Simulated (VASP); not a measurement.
# Ir (P6_3/mmc) in VASP: notebook, part 2 of 2

VASP 6.6.1. The steps go on from the part before.

## 3. Relaxation of cell and atoms, LDA

This run uses another cell than the first one, of 14.15 Å³/atom.

The input, INCAR:

```
PREC = Accurate ; ENCUT = 600
EDIFF = 1E-6 ; ISMEAR = -1
SIGMA = 0.1 ; LREAL = F
LASPH = T ; NELM = 100
ALGO = Normal ; ISIF = 3
LWAVE = F ; LCHARG = F
GGA = CA ; IBRION = 2
NSW = 80 ; EDIFFG = -0.01
```

The input, KPOINTS:

```
regular mesh
0
Gamma
  13 13 7
```

The input, POSCAR:

```
Ir
1.0
    2.7148619862      0.0000000000      0.0000000000
   -1.3574309931      2.3511394478      0.0000000000
    0.0000000000      0.0000000000      4.4333696235
Ir
2
Direct
    0.3333333333      0.6666666667      0.2500000000
    0.6666666667      0.3333333333      0.7500000000
```

Potentials or basis: VASP PAW LDA potentials, release 64 (Ir).

Run with:

```
$ cat potpaw_LDA.64/Ir/POTCAR > POTCAR
$ mpirun -np 1 vasp_std > vasp.out
```

OUTCAR:

```text
PREC = Accurate
   ENCUT = 600
   EDIFF = 1E-6
   ISMEAR = -1
   LREAL = F
   LASPH = T
   NELM = 100
   ISIF = 3
   GGA = CA
   IBRION = 2
   NSW = 80
   EDIFFG = -0.01

 ion  position               nearest neighbor table
   1  0.333  0.667  0.250-   2 2.71   2 2.71   2 2.71   2 2.71   2 2.71   2 2.71
   2  0.667  0.333  0.750-   1 2.71   1 2.71   1 2.71   1 2.71   1 2.71   1 2.71

  LATTYP: Found a hexagonal cell.
 ALAT       =     2.7148619862
 C/A-ratio  =     1.6330000000

  Lattice vectors:

 A1 = (   2.7148619862,   0.0000000000,   0.0000000000)
 A2 = (  -1.3574309931,   2.3511394478,   0.0000000000)
 A3 = (   0.0000000000,   0.0000000000,   4.4333696235)

Analysis of symmetry for initial positions (statically):
=====================================================================
 Subroutine PRICEL returns:
 Original cell was already a primitive cell.

 Routine SETGRP: Setting up the symmetry group for a
 hexagonal supercell.

 Subroutine GETGRP returns: Found 24 space group operations
 (whereof 12 operations were pure point group operations)
 out of a pool of 24 trial point group operations.

The static configuration has the point symmetry D_3d.
 The point group associated with its full space group is D_6h.

Analysis of symmetry for dynamics (positions and initial velocities):
=====================================================================
 Subroutine PRICEL returns:
 Original cell was already a primitive cell.

 Routine SETGRP: Setting up the symmetry group for a
 hexagonal supercell.

 Subroutine GETGRP returns: Found 24 space group operations
 (whereof 12 operations were pure point group operations)
 out of a pool of 24 trial point group operations.

The dynamic configuration has the point symmetry D_3d.
 The point group associated with its full space group is D_6h.

 Subroutine INISYM returns: Found 24 space group operations
 (whereof 12 operations are pure point group operations),
 and found     1 'primitive' translations

----------------------------------------------------------------------------------------

                                     Primitive cell
[... 136 lines left out ...]
  ext. energy  EPLUGINS =         0.00000000
  ---------------------------------------------------
  free energy    TOTEN  =       -20.52153112 eV

  energy without entropy =      -20.43828644  energy(sigma->0) =      -20.47990878

------------------------ aborting loop because EDIFF is reached ----------------------------------------

  FORCE on cell =-STRESS in cart. coord.  units (eV):
  Direction    XX          YY          ZZ          XY          YZ          ZX
  --------------------------------------------------------------------------------------
  -------------------------------------------------------------------------------------
  Total       -0.5629726     -0.5629726     -0.9636285     -0.0000000      0.0000000      0.0000000
  in kB      -31.8740897    -31.8740897    -54.5582099     -0.0000000      0.0000000      0.0000000
  external PRESSURE =     -39.4354631 kB  Pullay stress =       0.0000000 kB
[... 167 lines left out ...]
--------------------------------------- Ionic step        6  -------------------------------------------

 number of electron      18.0000001 magnetization

 Free energy of the ion-electron system (eV)
  ---------------------------------------------------
  ext. energy  EPLUGINS =         0.00000000
  ---------------------------------------------------
  free energy    TOTEN  =       -20.52590716 eV

  energy without entropy =      -20.44343250  energy(sigma->0) =      -20.48466983

 E-fermi :  10.6269     XC(G=0): -14.1962

 val. band max:       10.6264573200   @ k =   0.3846   0.2308   0.2857
 cond. band min:      10.6377374280   @ k =   0.3846   0.1538   0.0000
 fundamental gap:      0.0112801080
 Fermi energy:        10.6268682084

 k-point     1 :       0.0000    0.0000    0.0000
  band No.  band energies     occupation
      1      -0.7268      2.00000
      2       2.2845      2.00000
      3       6.5574      2.00000
      4       6.6716      2.00000
      5       6.6716      2.00000
      6       7.3442      2.00000
      7       7.3442      2.00000
      8       8.1801      2.00000
      9       8.1801      2.00000
     10       9.7975      1.99950
     11      10.8926      0.13108
     12      10.8926      0.13108
     13      17.7844      0.00000
[... 354 lines left out ...]
  band No.  band energies     occupation
      1       0.3853      2.00000
      2       3.0767      2.00000
      3       5.7818      2.00000
      4       6.2760      2.00000
      5       6.6908      2.00000
      6       7.1787      2.00000
      7       7.5662      2.00000
      8       7.8658      2.00000
      9       8.2237      2.00000
     10       8.4230      2.00000
     11      11.1056      0.01653
     12      13.2828      0.00000
     13      19.0037      0.00000

 [... further k-points ...]

------------------------ aborting loop because EDIFF is reached ----------------------------------------

  FORCE on cell =-STRESS in cart. coord.  units (eV):
  Direction    XX          YY          ZZ          XY          YZ          ZX
  --------------------------------------------------------------------------------------
  -------------------------------------------------------------------------------------
  Total        0.0013777      0.0013777      0.0062432     -0.0000000      0.0000000      0.0000000
  in kB        0.0787950      0.0787950      0.3570727     -0.0000000      0.0000000      0.0000000
  external PRESSURE =       0.1715542 kB  Pullay stress =       0.0000000 kB
[... 17 lines left out ...]
  FREE ENERGIE OF THE ION-ELECTRON SYSTEM (eV)
  ---------------------------------------------------
  free  energy   TOTEN  =       -20.5259071559 eV

  energy  without entropy=      -20.4434324954  energy(sigma->0) =      -20.48466983

 reached required accuracy - stopping structural energy minimisation
```

It took 2.2 min on 1 thread of Intel Xeon 8259CL, shared host; peak memory 0.17 GiB.

What came out:

| Quantity | Value |
| --- | --- |
| Free energy | -20.5259 eV |
| Relaxed volume | 14.01 Å³/atom |
| Relaxed cell | a = 2.711 Å, b = 2.711 Å, c = 4.400 Å, α = 90.00°, β = 90.00°, γ = 120.00° |
| Space group after relaxing (to 0.1 Å) | P6_3/mmc (No. 194) |
| Energy gained by relaxing | 2.2 meV/atom |
| Ionic steps | 6 |
| Pressure after relaxing | 0.0 GPa |
| Band gap on the k mesh | zero (bands 9 and 10 overlap by 3.46 eV) |

Step by step:
| step | energy change (eV) | largest force (eV/Å) | pressure (GPa) | volume (Å³) |
| --- | --- | --- | --- | --- |
| 1 | 0.0000 | 0.0000 | -3.94 | 28.30 |
| 2 | 0.0565 | 0.0000 | 18.05 | 26.89 |
| 3 | -0.0040 | 0.0000 | 0.11 | 28.00 |
| 4 | -0.0040 | 0.0000 | 0.20 | 28.00 |
| 5 | -0.0043 | 0.0000 | -0.03 | 28.02 |
| 6 | -0.0044 | 0.0000 | 0.02 | 28.01 |

Final structure:
```cif
data_structure
_symmetry_space_group_name_H-M 'P 1'
_symmetry_Int_Tables_number 1
_cell_length_a 2.7113
_cell_length_b 2.7113
_cell_length_c 4.4001
_cell_angle_alpha 90.000
_cell_angle_beta 90.000
_cell_angle_gamma 120.000
_cell_volume 28.01
loop_
_atom_site_label
_atom_site_type_symbol
_atom_site_fract_x
_atom_site_fract_y
_atom_site_fract_z
_atom_site_occupancy
Ir1 Ir 0.33333 0.66667 0.25000 1
Ir2 Ir 0.66667 0.33333 0.75000 1
```

Caveat: spin-orbit coupling is left out, which moves the levels of the heavy elements.
